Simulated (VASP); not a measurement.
# C (P6_3/mmc) in VASP: further runs

C is run at these levels: PBEsol+D3(BJ); tasks: single point.

Program: VASP 6.6.1. These are calculated values, not measurements. Logs are shortened: lines on timing, memory, paths and dates and some standing lists are left out, and cuts for length are marked.

### Step 1. The cell of the first run

Symmetry: P6_3/mmc, No. 194, hexagonal system. The conventional cell has a = 2.399 Å, b = 2.399 Å, c = 6.905 Å, α = 90.00°, β = 90.00°, γ = 120.00°. C (site symmetry -6m2) has 3 C at 1.39 Å within 1.9 Å. C (site symmetry -6m2) has 3 C at 1.39 Å within 1.9 Å.

### Step 2. Single point, PBEsol+D3(BJ) (8.61 Å³/atom)

File INCAR:

```
SYSTEM = C
PREC = Accurate ; ENCUT = 520
EDIFF = 1E-6 ; ISMEAR = 0
SIGMA = 0.15 ; LREAL = .FALSE.
LASPH = .TRUE. ; NELM = 100
ALGO = Normal ; ISIF = 2
LWAVE = .FALSE. ; LCHARG = .FALSE.
GGA = PS ; IVDW = 12
NBANDS = 16
```

File KPOINTS:

```
regular mesh
0
G
  21 21 8
  0 0 0
```

File POSCAR:

```
C
1.0
    2.3994510073      0.0000000000      0.0000000000
   -1.1997255037      2.0779855274      0.0000000000
    0.0000000000      0.0000000000      6.9051401087
C
4
Direct
    0.0000000000      0.0000000000      0.0025000000
    0.0000000000      0.0000000000      0.5025000000
    0.3333333333      0.6666666667      0.0025000000
    0.6666666667      0.3333333333      0.5025000000
```

Potentials or basis: VASP PAW PBE potentials, release 64 (C).

The run is started by

```console
$ cat potpaw_PBE.64/C/POTCAR > POTCAR
$ mpirun -np 1 vasp_std > vasp.out
```

OUTCAR:

```text
SYSTEM = C
   PREC = Accurate
   ENCUT = 520
   EDIFF = 1E-6
   ISMEAR = 0
   LREAL = .FALSE.
   LASPH = .TRUE.
   NELM = 100
   ISIF = 2
   GGA = PS
   IVDW = 12
 IVDW          = 12

 ion  position               nearest neighbor table
   1  0.000  0.000  0.002-   3 1.39   3 1.39   3 1.39
   2  0.000  0.000  0.502-   4 1.39   4 1.39   4 1.39
   3  0.333  0.667  0.002-   1 1.39   1 1.39   1 1.39
   4  0.667  0.333  0.502-   2 1.39   2 1.39   2 1.39

  LATTYP: Found a hexagonal cell.
 ALAT       =     2.3994510073
 C/A-ratio  =     2.8778000000

  Lattice vectors:

 A1 = (   2.3994510073,   0.0000000000,   0.0000000000)
 A2 = (  -1.1997255037,   2.0779855274,   0.0000000000)
 A3 = (   0.0000000000,   0.0000000000,   6.9051401087)

Analysis of symmetry for initial positions (statically):
=====================================================================
 Subroutine PRICEL returns:
 Original cell was already a primitive cell.

 Routine SETGRP: Setting up the symmetry group for a
 hexagonal supercell.

 Subroutine GETGRP returns: Found 24 space group operations
 (whereof  6 operations were pure point group operations)
 out of a pool of 24 trial point group operations.

The static configuration has the point symmetry C_3v.
 The point group associated with its full space group is D_6h.

Analysis of symmetry for dynamics (positions and initial velocities):
=====================================================================
 Subroutine PRICEL returns:
 Original cell was already a primitive cell.

 Routine SETGRP: Setting up the symmetry group for a
 hexagonal supercell.

 Subroutine GETGRP returns: Found 24 space group operations
 (whereof  6 operations were pure point group operations)
 out of a pool of 24 trial point group operations.

The dynamic configuration has the point symmetry C_3v.
 The point group associated with its full space group is D_6h.

 Subroutine INISYM returns: Found 24 space group operations
 (whereof  6 operations are pure point group operations),
 and found     1 'primitive' translations

----------------------------------------------------------------------------------------

                                     Primitive cell

  volume of cell :      34.4292

  direct lattice vectors                    reciprocal lattice vectors
     2.399451007  0.000000000  0.000000000     0.416762000  0.240617653  0.000000000
    -1.199725504  2.077985527  0.000000000     0.000000000  0.481235305  0.000000000
     0.000000000  0.000000000  6.905140109     0.000000000  0.000000000  0.144819654

  length of vectors
     2.399451007  2.399451007  6.905140109     0.481235305  0.481235305  0.144819654

  position of ions in fractional coordinates (direct lattice)
     0.000000000  0.000000000  0.002500000
     0.000000000  0.000000000  0.502500000
     0.333333333  0.666666667  0.002500000
     0.666666667  0.333333333  0.502500000

  ion indices of the primitive-cell ions
   primitive index   ion index
                 1           1
                 2           2
                 3           3
                 4           4

----------------------------------------------------------------------------------------

 KPOINTS: regular mesh

Automatic generation of k-mesh.
 Grid dimensions read from file:
 generate k-points for:   21   21    8

 Generating k-lattice:

  Cartesian coordinates                     Fractional coordinates (reciprocal lattice)
     0.019845810  0.011457983  0.000000000     0.047619048 -0.000000000  0.000000000
     0.000000000  0.022915967  0.000000000     0.000000000  0.047619048  0.000000000
     0.000000000  0.000000000  0.018102457     0.000000000  0.000000000  0.125000000

  Length of vectors
     0.022915967  0.022915967  0.018102457

  Shift w.r.t. Gamma in fractional coordinates (k-lattice)
     0.000000000  0.000000000  0.000000000

 Subroutine IBZKPT returns following result:
 ===========================================

 Found    240 irreducible k-points:

 Following reciprocal coordinates:
            Coordinates               Weight
  0.000000  0.000000  0.000000      1.000000
  0.047619  0.000000  0.000000      6.000000
  0.095238  0.000000  0.000000      6.000000
  0.142857  0.000000  0.000000      6.000000
  0.190476  0.000000  0.000000      6.000000
  0.238095  0.000000  0.000000      6.000000
[... 16 lines left out ...]
  0.142857  0.095238  0.000000     12.000000
  0.190476  0.095238  0.000000     12.000000
 [... further k-points ...]
   k-points           NKPTS =    240   k-points in BZ     NKDIM =    240   number of bands    NBANDS=     16
   number of dos      NEDOS =    301   number of ions     NIONS =      4
   total plane-waves  NPLWV =  17496
   dimension x,y,z NGX =    18 NGY =   18 NGZ =   54
   dimension x,y,z NGXF=    36 NGYF=   36 NGZF=  108
   ions per type =               4
   NGX,Y,Z   is equivalent  to a cutoff of  12.47, 12.47, 13.00 a.u.
   NGXF,Y,Z  is equivalent  to a cutoff of  24.94, 24.94, 26.00 a.u.
 SYSTEM =  C
   PREC   = accura    normal or accurate (medium, high low for compatibility)
   ISTART =      0    job   : 0-new  1-cont  2-samecut
   ICHARG =      2    charge: 1-file 2-atom 10-const
   ISPIN  =      1    spin polarized calculation?
   LNONCOLLINEAR =      F non collinear calculations
   LSORBIT =      F    spin-orbit coupling
   LASPH  =      T    aspherical Exc in radial PAW
   ENCUT  =  520.0 eV  38.22 Ry    6.18 a.u.   4.46  4.46 12.84*2*pi/ulx,y,z
   NELM   =    100;   NELMIN=  2; NELMDL= -5     # of ELM steps
   EDIFF  = 0.1E-05   stopping-criterion for ELM
   LREAL  =      F    real-space projection
   EDIFFG = 0.1E-04   stopping-criterion for IOM
   NSW    =      0    number of steps for IOM
   IBRION =     -1    ionic relax: 0-MD 1-quasi-New 2-CG
   NFREE  =      0    steps in history (QN), initial steepest desc. (CG)
   ISIF   =      2    stress and relaxation
   ISYM   =      2    0-nonsym 1-usesym 2-fastsym
   POTIM  = 0.5000    time-step for ionic-motion
   TEBEG  =    0.0;   TEEND  =   0.0 temperature during run
   PSTRESS=    0.0 pullay stress
   NELECT =      16.0000    total number of electrons
   NUPDOWN=      -1.0000    fix difference up-down
   EMIN   =  10.00;   EMAX   =-10.00  energy-range for DOS
   EFERMI =   0.00;   METHOD = LEGACY
   ISMEAR =     0;   SIGMA  =   0.15  broadening in eV -4-tet -1-fermi 0-gaus
   EFERMI_NEDOS =   21; number of points for ismear=-14 and -15
   IALGO  =     38    algorithm
   IMIX   =      4    mixing-type and parameters
     AMIX     =   0.40;   BMIX     =  1.00
     AMIX_MAG =   1.60;   BMIX_MAG =  1.00
  volume/ion in A,a.u.               =       8.61        58.08
  Fermi-wavevector in a.u.,A,eV,Ry     =   1.268058  2.396283 21.877782  1.607972
  Thomas-Fermi vector in A             =   2.401173
   LORBIT       =      0    0 simple, 1 ext, 2 COOP (PROOUT), +10 PAW based schemes
   GGA     = PS    functional components
   LHFCALC =     F    Hartree Fock is set to
   AEXX    =    0.0000 exact exchange contribution
   IVDW    =    12    specifies the selected vdW correction
   LEPSILON=     F    determine dielectric tensor
   LRPA    =     F    only Hartree local field effects (RPA)
 non-spin polarized calculation
 Gauss-broadening in eV      SIGMA  =   0.15
  energy-cutoff  :      520.00
  volume of cell :       34.43
 maximum number of plane-waves:       952
 NGX is ok and might be reduce to    18
   NGX =  9   NGY =  9   NGZ = 25

 number of electron      16.0000003 magnetization

 Free energy of the ion-electron system (eV)
  ---------------------------------------------------
  ext. energy  EPLUGINS =         0.00000000
  ---------------------------------------------------
  free energy    TOTEN  =       -38.39284547 eV

  energy without entropy =      -38.39195843  energy(sigma->0) =      -38.39240195

 E-fermi :   4.8332     XC(G=0): -10.5034

 val. band max:        4.8312214126   @ k =   0.3333   0.3333   0.5000
 cond. band min:       4.8333477207   @ k =   0.3333   0.3333   0.2500
 fundamental gap:      0.0021263080
 Fermi energy:         4.8332192422

 k-point     1 :       0.0000    0.0000    0.0000
  band No.  band energies     occupation
      1     -15.4047      2.00000
      2     -15.1675      2.00000
      3      -4.1613      2.00000
      4      -2.4741      2.00000
      5       1.8964      2.00000
      6       1.8964      2.00000
[... 8 lines left out ...]
     15      17.2585      0.00000
     16      17.4177      0.00000

 k-point     2 :       0.0476    0.0000    0.0000
  band No.  band energies     occupation
      1     -15.3480      2.00000
      2     -15.1117      2.00000
      3      -4.0912      2.00000
      4      -2.4076      2.00000
      5       1.6672      2.00000
      6       1.6830      2.00000
[... 8 lines left out ...]
     15      17.0398      0.00000
     16      17.2111      0.00000

 k-point     3 :       0.0952    0.0000    0.0000
  band No.  band energies     occupation
      1     -15.1783      2.00000
      2     -14.9444      2.00000
      3      -3.8813      2.00000
      4      -2.2086      2.00000
      5       1.0234      2.00000
      6       1.0488      2.00000
[... 8 lines left out ...]
     15      16.4128      0.00000
     16      16.6209      0.00000

 k-point     4 :       0.1429    0.0000    0.0000
  band No.  band energies     occupation
      1     -14.8958      2.00000
      2     -14.6662      2.00000
      3      -3.5331      2.00000
      4      -1.8791      2.00000
      5       0.0663      2.00000
      6       0.1042      2.00000
[... 8 lines left out ...]
     15      15.7711      0.00000
     16      15.8073      0.00000
[... 324 lines left out ...]
 k-point    22 :       0.0952    0.0952    0.0000
  band No.  band energies     occupation
      1     -14.7268      2.00000
      2     -14.4997      2.00000
      3      -3.3250      2.00000
      4      -1.6827      2.00000
      5      -0.2716      2.00000
      6      -0.2476      2.00000
[... 8 lines left out ...]
     15      15.8703      0.00000
     16      15.9190      0.00000

 k-point    23 :       0.1429    0.0952    0.0000
  band No.  band energies     occupation
      1     -14.3336      2.00000
      2     -14.1123      2.00000
      3      -2.8426      2.00000
      4      -1.2517      2.00000
      5      -1.2288      2.00000
      6      -1.2136      2.00000
[... 8 lines left out ...]
     15      16.7327      0.00000
     16      16.8129      0.00000

 k-point    24 :       0.1905    0.0952    0.0000
  band No.  band energies     occupation
      1     -13.8305      2.00000
      2     -13.6167      2.00000
      3      -2.4071      2.00000
      4      -2.3487      2.00000
      5      -2.2292      2.00000
      6      -0.8090      2.00000
[... 8 lines left out ...]
     15      17.8122      0.00000
     16      17.9844      0.00000

 [... further k-points ...]

------------------------ aborting loop because EDIFF is reached ----------------------------------------

 Edisp (eV)   -0.42154

 E8    (eV) :    -0.2049

  FORCE on cell =-STRESS in cart. coord.  units (eV):
  Direction    XX          YY          ZZ          XY          YZ          ZX
  --------------------------------------------------------------------------------------
  -------------------------------------------------------------------------------------
  Total       7.70766     7.70766    -0.31794    -0.00000    -0.00000     0.00000
  in kB     358.67916   358.67916   -14.79570    -0.00000    -0.00000     0.00000
  external pressure =      234.19 kB  Pullay stress =        0.00 kB

 VOLUME and BASIS-vectors are now :
 -----------------------------------------------------------------------------
  energy-cutoff  :      520.00
  volume of cell :       34.43
      direct lattice vectors                 reciprocal lattice vectors
     2.399451007  0.000000000  0.000000000     0.416762000  0.240617653  0.000000000
    -1.199725504  2.077985527  0.000000000     0.000000000  0.481235305  0.000000000
     0.000000000  0.000000000  6.905140109     0.000000000  0.000000000  0.144819654

 POSITION                                       TOTAL-FORCE (eV/Angst)
 -----------------------------------------------------------------------------------
      0.00000      0.00000      0.01726         0.000000      0.000000      0.000000
      0.00000      0.00000      3.46983        -0.000000      0.000000      0.000000
     -0.00000      1.38532      0.01726         0.000000     -0.000000     -0.000000
      1.19973      0.69266      3.46983        -0.000000      0.000000     -0.000000
 -----------------------------------------------------------------------------------
    total drift:                                0.000000      0.000000      0.000003

  FREE ENERGIE OF THE ION-ELECTRON SYSTEM (eV)
  ---------------------------------------------------
  free  energy   TOTEN  =       -38.8143841986 eV

  energy  without entropy=      -38.8134971596  energy(sigma->0) =      -38.81394068
```

Wall time 60 s (1 thread of Intel Xeon 6975P-C (Granite Rapids), shared host); peak memory 0.22 GiB.

Results:

```
Free energy                : -38.8144 eV
Pressure                   : 23.4 GPa
Band gap on the k mesh     : zero (bands 8 and 9 overlap by 0.02 eV)
Dispersion energy per atom : -0.105 eV
```

Caveat: the cell stands under pressure; the PAW data sets were made with another functional, which shifts forces and pressure a little.

### Step 3. Single point, PBEsol+D3(BJ) (8.61 Å³/atom)

File INCAR:

```
SYSTEM = C
PREC = Accurate
ENCUT = 520
EDIFF = 1E-6
ISMEAR = 0
SIGMA = 0.15
LREAL = .False.
LASPH = .True.
NELM = 100
ALGO = Normal
ISIF = 2
LWAVE = .False.
LCHARG = .False.
GGA = PS
IVDW = 12
NBANDS = 16
```

File KPOINTS:

```
regular mesh
0
Gamma
  21 21 8
  0 0 0
```

File POSCAR:

```
C
1.0
    2.4187967876      0.0000000000      0.0000000000
   -1.2093983938      2.0947394647      0.0000000000
    0.0000000000      0.0000000000      6.7951258155
C
4
Direct
    0.0000000000      0.0000000000      0.0025000000
    0.0000000000      0.0000000000      0.5025000000
    0.3333333333      0.6666666667      0.0025000000
    0.6666666667      0.3333333333      0.5025000000
```

Potentials or basis: VASP PAW PBE potentials, release 64 (C).

The run is started by

```console
$ cat potpaw_PBE.64/C/POTCAR > POTCAR
$ mpirun -np 1 vasp_std > vasp.out
```

Wall time 63 s (1 thread of Intel Xeon 6975P-C (Granite Rapids), shared host); peak memory 0.22 GiB.

It converged, with:

```yaml
Free_energy: -38.9220 eV
Pressure: 15.6 GPa
Band_gap_on_the_k_mesh: zero (bands 8 and 9 overlap by 0.03 eV)
Dispersion_energy_per_atom: -0.108 eV
```

Stress tensor (GPa, compression positive):
```
23.92  0.00  0.00
 0.00 23.92  0.00
 0.00  0.00 -1.15
```

Levels at points of the mesh, in eV from the Fermi level:
```tsv
k point	band 4	band 5	band 6	band 7	band 8	band 9	band 10	band 11	band 12	band 13
(0.00, 0.00, 0.00)	-7.04	-2.95	-2.95	-2.93	-2.93	3.73	8.69	8.69	8.73	8.73
(0.00, 0.00, 0.50)	-8.06	-2.94	-2.94	-2.94	-2.94	6.29	6.29	8.71	8.71	8.71
```

Caveat: the cell stands under pressure; the PAW data sets were made with another functional, which shifts forces and pressure a little.
